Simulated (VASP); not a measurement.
## CaF2: single point with HSE06

The system is CaF2.

```
Ca F
1.0
     0.00000    2.69240    2.69240
     2.69240    0.00000    2.69240
     2.69240    2.69240    0.00000
Ca F
1 2
Direct
  0.00000 0.00000 0.00000
  0.25000 0.25000 0.25000
  0.75000 0.75000 0.75000
```

This cell differs from its parent crystal: strain -1.0%.

```
Program                            : VASP 6.6.1
Task                               : single point
Functional                         : HSE06
Potentials or basis                : VASP PAW PBE potentials, release 64 (Ca_sv, F)
Cutoff                             : 520 eV
k mesh                             : 6 × 6 × 6
Occupations                        : gaussian, width 0.01 eV
Spin                               : no spin polarisation
Dipole correction                  : no
Grid for exact exchange (PRECFOCK) : Normal
Further INCAR settings             : ALGO = Normal; EDIFF = 1e-06; NBANDS = 19
Share of exact exchange            : 0.25
Screening parameter                : 0.2079 1/Å
```

```yaml
Pressure: 4.8 GPa
Band_gap_on_the_k_mesh: 9.61 eV (least direct gap 9.89 eV)
```

Levels at points of the mesh, in eV from the valence-band top:
| k point | band 8 | band 9 | band 10 | band 11 | band 12 | band 13 | band 14 | band 15 | band 16 | band 17 |
| --- | --- | --- | --- | --- | --- | --- | --- | --- | --- | --- |
| (0.00, 0.00, 0.00) | -2.34 | -2.34 | -0.28 | -0.28 | -0.28 | 9.61 | 11.98 | 11.98 | 14.45 | 14.45 |
| (0.50, 0.00, 0.00) | -1.67 | -1.40 | -1.34 | -0.91 | -0.91 | 12.23 | 12.23 | 12.72 | 13.04 | 14.12 |
| (0.50, 0.50, 0.00) | -1.80 | -1.80 | -0.40 | -0.40 | 0.00 | 10.58 | 12.46 | 13.13 | 14.02 | 14.02 |

Run time: 84 min on 1 thread of Intel(R) Xeon(R) Platinum 8259CL CPU @ 2.50GHz (Skylake/Cascade Lake) (shared host), peak memory 0.29 GiB.

Caveat: the cell differs from its parent crystal (strain -1.0%); the cell stands under pressure; the PAW data sets were made with another functional, which shifts forces and pressure a little. A k mesh can miss the band edges.
